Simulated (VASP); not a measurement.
Set up this calculation in VASP 6.6.1, as the native input.

```
Task                   : single point
Functional             : PBEsol
Potentials or basis    : VASP PAW PBE potentials, release 64 (Cs_sv)
Cutoff                 : 520 eV
k mesh                 : 10 × 10 × 10
Occupations            : gaussian, width 0.1 eV
Spin                   : no spin polarisation
Dipole correction      : no
Further INCAR settings : ALGO = Fast; EDIFF = 1e-06; NBANDS = 10
```

The structure of Cs lies in POSCAR:

```
Cs
1.0
   -2.9438220861      2.9438220861      2.9438220861
    2.9438220861     -2.9438220861      2.9438220861
    2.9438220861      2.9438220861     -2.9438220861
Cs
1
Direct
    0.0000000000      0.0000000000      0.0000000000
```

This cell differs from its parent crystal: volume scaled by 0.94.

The input as run:

INCAR

```
SYSTEM = Cs
ALGO     = Fast           ! electronic algorithm
EDIFF    = 1E-6           ! SCF threshold, eV
ENCUT    = 520            ! plane-wave cutoff, eV
GGA      = PS             ! functional
ISIF     = 2              ! what is computed and relaxed
ISMEAR   = 0              ! smearing method
LASPH    = .TRUE.         ! aspherical terms in the spheres
LCHARG   = .TRUE.         ! write CHGCAR
LELF     = .TRUE.         ! ELF
LREAL    = .FALSE.        ! projectors in reciprocal space
LVHAR    = .TRUE.       
LWAVE    = .FALSE.        ! write WAVECAR
NBANDS   = 10             ! bands
NELM     = 80             ! most SCF steps
PREC     = Accurate       ! precision mode
SIGMA    = 0.1            ! smearing width, eV
```

KPOINTS

```
k-points
0
G
  10 10 10
  0 0 0
```

Potentials or basis: VASP PAW PBE potentials, release 64 (Cs_sv).

Command:

```sh
$ cat potpaw_PBE.64/Cs_sv/POTCAR > POTCAR
$ mpirun -np 1 vasp_std > vasp.out
```

Results of the run:

```yaml
Pressure: 0.1 GPa
```

Caveat: the PAW data sets were made with another functional, which shifts forces and pressure a little.

Wall time 27 s on 1 thread of Intel(R) Xeon(R) Platinum 8488C (Sapphire Rapids) (shared host), peak memory 0.25 GiB.
